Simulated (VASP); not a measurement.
# HfNbTe4 (P4/mmm) in VASP: further runs

The runs below take HfNbTe4 through single point, relaxation of cell and atoms, with PBE.

Program: VASP 6.6.1. These are calculated values, not measurements. Logs are shortened: lines on timing, memory, paths and dates and some standing lists are left out, and cuts for length are marked.

## 1. The cell of the first run

Symmetry: P4/mmm, No. 123, tetragonal system. The conventional cell has a = 4.678 Å, b = 4.678 Å, c = 7.662 Å, α = 90.00°, β = 90.00°, γ = 90.00°. Within 4.8 Å of Hf (site symmetry 4/mmm) lie 16 Te at 3.66 to 4.49 Å and 4 Hf at 4.68 Å. Within 3.0 Å of Nb (site symmetry 4/mmm) lie 6 Te at 2.27 to 2.34 Å. Te (site symmetry 4mm) has 1 Nb at 2.27 Å within 3.0 Å. Within 3.1 Å of Te (site symmetry mmm) lie 2 Nb at 2.34 Å.

The cell was generated, and may not be a known phase.

## 2. Single point, PBE

The input, INCAR:

```
ALGO = Normal
EDIFF = 1E-6
ENCUT = 520
GGA = PE
ISIF = 2
ISMEAR = 0
LASPH = True
LCHARG = False
LREAL = False
LWAVE = False
NBANDS = 32
NELM = 80
PREC = Accurate
SIGMA = 0.1
```

The input, KPOINTS:

```
k-points
0
Gamma
  4 4 2
```

The input, POSCAR:

```
HfNbTe4
1.0
    4.6777909600      0.0000000000      0.0000000000
    0.0000000000      4.6777909600      0.0000000000
    0.0000000000      0.0000000000      7.6617481300
Hf Nb Te
1 1 4
Direct
    0.0000000000      0.0000000000      0.0000000000
    0.5000000000      0.5000000000      0.5000000000
    0.5000000000      0.5000000000      0.7959481500
    0.5000000000      0.5000000000      0.2040518500
    0.5000000000      0.0000000000      0.5000000000
    0.0000000000      0.5000000000      0.5000000000
```

Potentials or basis: VASP PAW PBE potentials, release 64 (Hf_pv, Nb_sv, Te).

The run is started by

```bash
$ cat potpaw_PBE.64/Hf_pv/POTCAR potpaw_PBE.64/Nb_sv/POTCAR potpaw_PBE.64/Te/POTCAR > POTCAR
$ mpirun -np 1 vasp_std > vasp.out
```

OUTCAR:

```text
EDIFF = 1E-6
   ENCUT = 520
   GGA = PE
   ISIF = 2
   ISMEAR = 0
   LASPH = True
   LREAL = False
   NELM = 80
   PREC = Accurate

 ion  position               nearest neighbor table
   1  0.000  0.000  0.000-   3 3.66   4 3.66   3 3.66   4 3.66   3 3.66   4 3.66   3 3.66   4 3.66

   2  0.500  0.500  0.500-   3 2.27   4 2.27   5 2.34   6 2.34   5 2.34   6 2.34
   3  0.500  0.500  0.796-   2 2.27   4 3.13   5 3.26   6 3.26   5 3.26   6 3.26   1 3.66   1 3.66
                             1 3.66   1 3.66
   4  0.500  0.500  0.204-   2 2.27   3 3.13   5 3.26   6 3.26   5 3.26   6 3.26   1 3.66   1 3.66
                             1 3.66   1 3.66
   5  0.500  0.000  0.500-   2 2.34   2 2.34   4 3.26   3 3.26   3 3.26   4 3.26   6 3.31   6 3.31
                             6 3.31   6 3.31
   6  0.000  0.500  0.500-   2 2.34   2 2.34   4 3.26   3 3.26   3 3.26   4 3.26   5 3.31   5 3.31
                             5 3.31   5 3.31

  LATTYP: Found a simple tetragonal cell.
 ALAT       =     4.6777909600
 C/A-ratio  =     1.6378987850

  Lattice vectors:

 A1 = (   4.6777909600,   0.0000000000,   0.0000000000)
 A2 = (   0.0000000000,   4.6777909600,   0.0000000000)
 A3 = (   0.0000000000,   0.0000000000,   7.6617481300)

Analysis of symmetry for initial positions (statically):
=====================================================================
 Subroutine PRICEL returns:
 Original cell was already a primitive cell.

 Routine SETGRP: Setting up the symmetry group for a
 simple tetragonal supercell.

 Subroutine GETGRP returns: Found 16 space group operations
 (whereof 16 operations were pure point group operations)
 out of a pool of 16 trial point group operations.

The static configuration has the point symmetry D_4h.

Analysis of symmetry for dynamics (positions and initial velocities):
=====================================================================
 Subroutine PRICEL returns:
 Original cell was already a primitive cell.

 Routine SETGRP: Setting up the symmetry group for a
 simple tetragonal supercell.

 Subroutine GETGRP returns: Found 16 space group operations
 (whereof 16 operations were pure point group operations)
 out of a pool of 16 trial point group operations.

The dynamic configuration has the point symmetry D_4h.

 Subroutine INISYM returns: Found 16 space group operations
 (whereof 16 operations are pure point group operations),
[... 91 lines left out ...]
   EDIFF  = 0.1E-05   stopping-criterion for ELM
   LREAL  =      F    real-space projection
   EDIFFG = 0.1E-04   stopping-criterion for IOM
   NSW    =      0    number of steps for IOM
   IBRION =     -1    ionic relax: 0-MD 1-quasi-New 2-CG
   NFREE  =      0    steps in history (QN), initial steepest desc. (CG)
   ISIF   =      2    stress and relaxation
   ISYM   =      2    0-nonsym 1-usesym 2-fastsym
   POTIM  = 0.5000    time-step for ionic-motion
   TEBEG  =    0.0;   TEEND  =   0.0 temperature during run
   PSTRESS=    0.0 pullay stress
   NELECT =      47.0000    total number of electrons
   NUPDOWN=      -1.0000    fix difference up-down
   EMIN   =  10.00;   EMAX   =-10.00  energy-range for DOS
   EFERMI =   0.00;   METHOD = LEGACY
   ISMEAR =     0;   SIGMA  =   0.10  broadening in eV -4-tet -1-fermi 0-gaus
   EFERMI_NEDOS =   21; number of points for ismear=-14 and -15
   IALGO  =     38    algorithm
   IMIX   =      4    mixing-type and parameters
     AMIX     =   0.40;   BMIX     =  1.00
     AMIX_MAG =   1.60;   BMIX_MAG =  1.00
  volume/ion in A,a.u.               =      27.94       188.56
  Fermi-wavevector in a.u.,A,eV,Ry     =   1.071448  2.024742 15.619489  1.148000
  Thomas-Fermi vector in A             =   2.207188
   LORBIT       =      0    0 simple, 1 ext, 2 COOP (PROOUT), +10 PAW based schemes
   GGA     = PE    functional components
   LHFCALC =     F    Hartree Fock is set to
   AEXX    =    0.0000 exact exchange contribution
   IVDW    =     0    specifies the selected vdW correction
   LEPSILON=     F    determine dielectric tensor
   LRPA    =     F    only Hartree local field effects (RPA)
 non-spin polarized calculation
 Gauss-broadening in eV      SIGMA  =   0.10
  energy-cutoff  :      520.00
  volume of cell :      167.65
 maximum number of plane-waves:      4548
 NGX is ok and might be reduce to    36
   NGX = 17   NGY = 17   NGZ = 29

 number of electron      46.9999997 magnetization

 Free energy of the ion-electron system (eV)
  ---------------------------------------------------
  ext. energy  EPLUGINS =         0.00000000
  ---------------------------------------------------
  free energy    TOTEN  =       -20.88992523 eV

  energy without entropy =      -20.86204876  energy(sigma->0) =      -20.87598699

 E-fermi :   7.3433     XC(G=0):  -9.8268

 val. band max:        7.2734104843   @ k =   0.5000   0.2500   0.0000
 cond. band min:       7.3482433912   @ k =   0.5000   0.0000   0.0000
 fundamental gap:      0.0748329070
 Fermi energy:         7.3433370244

 k-point     1 :       0.0000    0.0000    0.0000
  band No.  band energies     occupation
      1     -47.3669      2.00000
      2     -25.3932      2.00000
      3     -25.3906      2.00000
      4     -25.3906      2.00000
      5     -24.2255      2.00000
      6     -24.0089      2.00000
[... 409 lines left out ...]
     31       9.2404      0.00000
     32       9.3252      0.00000

------------------------ aborting loop because EDIFF is reached ----------------------------------------

  FORCE on cell =-STRESS in cart. coord.  units (eV):
  Direction    XX          YY          ZZ          XY          YZ          ZX
  --------------------------------------------------------------------------------------
  -------------------------------------------------------------------------------------
  Total       26.8673005     26.8673005     50.6739849      0.0000000      0.0000000      0.0000000
  in kB      256.7586739    256.7586739    484.2684197      0.0000000      0.0000000      0.0000000
  external PRESSURE =     332.5952558 kB  Pullay stress =       0.0000000 kB

 VOLUME and BASIS-vectors are now :
 -----------------------------------------------------------------------------
  energy-cutoff  :      520.00
  volume of cell :      167.65
      direct lattice vectors                 reciprocal lattice vectors
     4.677790960  0.000000000  0.000000000     0.213776120  0.000000000  0.000000000
     0.000000000  4.677790960  0.000000000     0.000000000  0.213776120  0.000000000
     0.000000000  0.000000000  7.661748130     0.000000000  0.000000000  0.130518517

 POSITION                                       TOTAL-FORCE (eV/Angst)
 -----------------------------------------------------------------------------------
      0.00000      0.00000      0.00000         0.000000      0.000000      0.000000
      2.33890      2.33890      3.83087         0.000000      0.000000      0.000000
      2.33890      2.33890      6.09835        -0.000000      0.000000     11.221878
      2.33890      2.33890      1.56339         0.000000     -0.000000    -11.221878
      2.33890      0.00000      3.83087         0.000000      0.000000      0.000000
      0.00000      2.33890      3.83087         0.000000      0.000000      0.000000
 -----------------------------------------------------------------------------------
    total drift:                                0.000000      0.000000      0.000000

  FREE ENERGIE OF THE ION-ELECTRON SYSTEM (eV)
  ---------------------------------------------------
  free  energy   TOTEN  =       -20.8899252326 eV

  energy  without entropy=      -20.8620487558  energy(sigma->0) =      -20.87598699
```

Run time: 2.1 min. Hardware: 1 thread of Intel Xeon 8259CL, shared host; peak memory 0.3 GiB.

Results:

```
Free energy            : -20.8899 eV
Pressure               : 33.3 GPa
Largest force          : 11.222 eV/Å
Band gap on the k mesh : zero (an odd number of electrons rules out a gap without spin polarisation)
```

Forces in eV/Å, atoms in the order of the input:
```
Hf    0.000   0.000   0.000
Nb    0.000   0.000   0.000
Te    0.000   0.000  11.222
Te    0.000   0.000 -11.222
Te    0.000   0.000   0.000
Te    0.000   0.000   0.000
```

Stress tensor (GPa, compression positive):
```
25.68  0.00  0.00
 0.00 25.68  0.00
 0.00  0.00 48.43
```

Levels at points of the mesh, in eV from the Fermi level:
| k point | band 20 | band 21 | band 22 | band 23 | band 24 | band 25 | band 26 | band 27 |
| --- | --- | --- | --- | --- | --- | --- | --- | --- |
| (0.00, 0.00, 0.00) | -1.83 | -1.83 | -1.06 | -0.52 | 0.19 | 0.19 | 0.60 | 0.61 |
| (0.50, 0.00, 0.00) | -2.54 | -1.12 | -0.11 | 0.00 | 0.39 | 0.46 | 1.06 | 1.53 |
| (0.50, 0.50, 0.00) | -1.07 | -0.71 | -0.71 | 0.28 | 0.86 | 1.06 | 1.23 | 1.31 |
| (0.00, 0.00, 0.50) | -1.84 | -1.29 | -1.29 | -0.13 | 0.19 | 0.19 | 0.47 | 0.47 |
| (0.50, 0.00, 0.50) | -2.79 | -2.26 | -1.40 | -0.67 | 0.10 | 0.29 | 0.56 | 0.68 |
| (0.50, 0.50, 0.50) | -2.58 | -1.54 | -1.54 | -1.47 | 0.85 | 1.26 | 1.33 | 1.34 |

Caveat: the k points lie up to 0.41 Å⁻¹ apart, too coarse for converged energies and pressures of a metal; spin-orbit coupling is left out, which moves the levels of the heavy elements; an odd number of electrons without spin polarisation forces a metal; a magnetic or distorted state may lie lower.

## 3. Single point, PBE

This run uses another cell than the first one, of 38.54 Å³/atom.

The input, INCAR:

```
SYSTEM = HfNbTe4
PREC = Accurate
ENCUT = 520
EDIFF = 1E-6
ISMEAR = 0
SIGMA = 0.1
LREAL = .FALSE.
LASPH = .TRUE.
NELM = 80
ALGO = Normal
ISIF = 2
LWAVE = .FALSE.
LCHARG = .FALSE.
GGA = PE
NBANDS = 32
```

The input, KPOINTS:

```
Automatic mesh
0
G
  4 4 2
  0 0 0
```

The input, POSCAR:

```
HfNbTe4
1.0
    5.1143553916      0.0000000000      0.0000000000
    0.0000000000      5.1143553916      0.0000000000
    0.0000000000      0.0000000000      8.8408860681
Hf Nb Te
1 1 4
Direct
    0.0000000000      0.0000000000      0.0000000000
    0.5000000000      0.5000000000      0.5000000000
    0.5000000000      0.5000000000      0.8313089199
    0.5000000000      0.5000000000      0.1686910801
    0.5000000000      0.0000000000      0.5000000000
    0.0000000000      0.5000000000      0.5000000000
```

Potentials or basis: VASP PAW PBE potentials, release 64 (Hf_pv, Nb_sv, Te).

The run is started by

```bash
$ cat potpaw_PBE.64/Hf_pv/POTCAR potpaw_PBE.64/Nb_sv/POTCAR potpaw_PBE.64/Te/POTCAR > POTCAR
$ mpirun -np 1 vasp_std > vasp.out
```

Run time: 3.7 min. Hardware: 1 thread of Intel Xeon 8259CL, shared host; peak memory 0.37 GiB.

Results (log left out):

```yaml
Free_energy: -28.0851 eV
Pressure: -0.1 GPa
Largest_force: 0.033 eV/Å
Band_gap_on_the_k_mesh: zero (an odd number of electrons rules out a gap without spin polarisation)
```

Forces on the atoms (eV/Å):
```
Hf   0.000  0.000  0.000
Nb   0.000  0.000  0.000
Te   0.000  0.000  0.033
Te   0.000  0.000 -0.033
Te   0.000  0.000  0.000
Te   0.000  0.000  0.000
```

Stress tensor (GPa, compression positive):
```
-0.07  0.00  0.00
 0.00 -0.07  0.00
 0.00  0.00 -0.16
```

Levels at points of the mesh, in eV from the Fermi level:
```
           k point  band 20  band 21  band 22  band 23  band 24  band 25  band 26  band 27
(0.00, 0.00, 0.00)    -1.37    -0.98    -0.90    -0.25     0.10     0.10     0.19     0.19
(0.50, 0.00, 0.00)    -1.67    -1.58    -0.50     0.02     0.19     0.34     0.58     0.71
(0.50, 0.50, 0.00)    -1.15    -0.88    -0.88     0.04     0.50     0.54     0.73     1.31
(0.00, 0.00, 0.50)    -0.92    -0.92    -0.90    -0.53    -0.13    -0.08    -0.08     0.15
(0.50, 0.00, 0.50)    -1.58    -1.39    -1.20    -0.36    -0.27     0.13     0.35     0.36
(0.50, 0.50, 0.50)    -1.78    -1.78    -1.50    -1.23     0.48     0.59     0.74     1.19
```

Caveat: spin-orbit coupling is left out, which moves the levels of the heavy elements; an odd number of electrons without spin polarisation forces a metal; a magnetic or distorted state may lie lower.

## 4. Relaxation of cell and atoms, PBE

The input, INCAR:

```
  ALGO = Normal
  EDIFF = 1E-6
  EDIFFG = -0.04
  ENCUT = 600
  GGA = PE
  IBRION = 2
  ISIF = 3
  ISMEAR = 0
  LASPH = True
  LCHARG = False
  LREAL = False
  LWAVE = False
  NELM = 80
  NSW = 90
  PREC = Accurate
  SIGMA = 0.1
```

The input, KPOINTS:

```
k-points
0
Gamma
  4 4 2
```

The input, POSCAR:

```
HfNbTe4
1.0
    4.6777909600      0.0000000000      0.0000000000
    0.0000000000      4.6777909600      0.0000000000
    0.0000000000      0.0000000000      7.6617481300
Hf Nb Te
1 1 4
Direct
    0.0000000000      0.0000000000      0.0000000000
    0.5000000000      0.5000000000      0.5000000000
    0.5000000000      0.5000000000      0.7959481500
    0.5000000000      0.5000000000      0.2040518500
    0.5000000000      0.0000000000      0.5000000000
    0.0000000000      0.5000000000      0.5000000000
```

The run is started by

```bash
$ cat potpaw_PBE.64/Hf_pv/POTCAR potpaw_PBE.64/Nb_sv/POTCAR potpaw_PBE.64/Te/POTCAR > POTCAR
$ mpirun -np 1 vasp_std > vasp.out
```

It took 31 min on 1 thread of Intel Xeon 8259CL, shared host; peak memory 0.38 GiB.

The run converged. Its results:

```yaml
Free_energy: -28.0791 eV
Relaxed_volume: 38.40 Å³/atom
Relaxed_cell: a = 5.111 Å, b = 5.111 Å, c = 8.819 Å, α = 90.00°, β = 90.00°, γ = 90.00°
Space_group_after_relaxing_to_0.1_Å: P4/mmm (No. 123)
Energy_gained_by_relaxing: 1198.0 meV/atom
Ionic_steps: 11
Pressure_after_relaxing: 0.0 GPa
Largest_force_after_relaxing: 0.014 eV/Å
Band_gap_on_the_k_mesh: zero (an odd number of electrons rules out a gap without spin polarisation)
```

Forces on the atoms (eV/Å):
```
Hf   0.000  0.000  0.000
Nb   0.000  0.000  0.000
Te   0.000  0.000 -0.014
Te   0.000  0.000  0.014
Te   0.000  0.000  0.000
Te   0.000  0.000  0.000
```

The path:
| step | energy change (eV) | largest force (eV/Å) | pressure (GPa) | volume (Å³) |
| --- | --- | --- | --- | --- |
| 1 | 0.0000 | 11.2207 | 33.29 | 167.65 |
| 2 | -3.9517 | 0.0919 | -5.43 | 349.11 |
| 3 | -7.1088 | 0.5072 | -1.12 | 238.64 |
| 4 | -7.1424 | 0.4442 | -0.60 | 235.00 |
| 5 | -7.1669 | 0.2845 | 0.57 | 228.06 |
| 6 | -7.1667 | 0.3198 | 0.33 | 229.39 |
| 7 | -7.1802 | 0.2347 | -0.33 | 232.50 |
| 8 | -7.1802 | 0.2350 | -0.34 | 232.49 |
| 9 | -7.1867 | 0.1108 | -0.07 | 230.88 |
| 10 | -7.1874 | 0.0527 | 0.05 | 230.16 |
| 11 | -7.1880 | 0.0142 | 0.02 | 230.41 |

Final structure:
```cif
data_structure
_symmetry_space_group_name_H-M 'P 1'
_symmetry_Int_Tables_number 1
_cell_length_a 5.1114
_cell_length_b 5.1114
_cell_length_c 8.8192
_cell_angle_alpha 90.000
_cell_angle_beta 90.000
_cell_angle_gamma 90.000
_cell_volume 230.41
loop_
_atom_site_label
_atom_site_type_symbol
_atom_site_fract_x
_atom_site_fract_y
_atom_site_fract_z
_atom_site_occupancy
Hf1 Hf 0.00000 0.00000 0.00000 1
Nb1 Nb 0.50000 0.50000 0.50000 1
Te1 Te 0.50000 0.50000 0.83196 1
Te2 Te 0.50000 0.50000 0.16804 1
Te3 Te 0.50000 0.00000 0.50000 1
Te4 Te 0.00000 0.50000 0.50000 1
```

Levels at points of the mesh, in eV from the Fermi level:
```csv
k point,band 21,band 22,band 23,band 24,band 25,band 26
"(0.00, 0.00, 0.00)",-0.99,-0.91,-0.27,0.10,0.10,0.19
"(0.50, 0.00, 0.00)",-1.59,-0.49,0.02,0.19,0.34,0.58
"(0.50, 0.50, 0.00)",-0.88,-0.88,0.07,0.49,0.54,0.73
"(0.00, 0.00, 0.50)",-0.92,-0.90,-0.54,-0.14,-0.09,-0.09
"(0.50, 0.00, 0.50)",-1.39,-1.20,-0.36,-0.27,0.12,0.35
"(0.50, 0.50, 0.50)",-1.78,-1.49,-1.24,0.47,0.58,0.73
```

Caveat: the k points lie up to 0.36 Å⁻¹ apart in the final cell, too coarse for converged energies and pressures of a metal; the volume moved by over 15 % at a fixed basis, so the end points are rough; the highest band is partly filled, so the run has too few bands; spin-orbit coupling is left out, which moves the levels of the heavy elements; an odd number of electrons without spin polarisation forces a metal; a magnetic or distorted state may lie lower.

[end of part 1 of 2]

The gap in the log of VASP goes by the Fermi energy; the results here count the filled bands.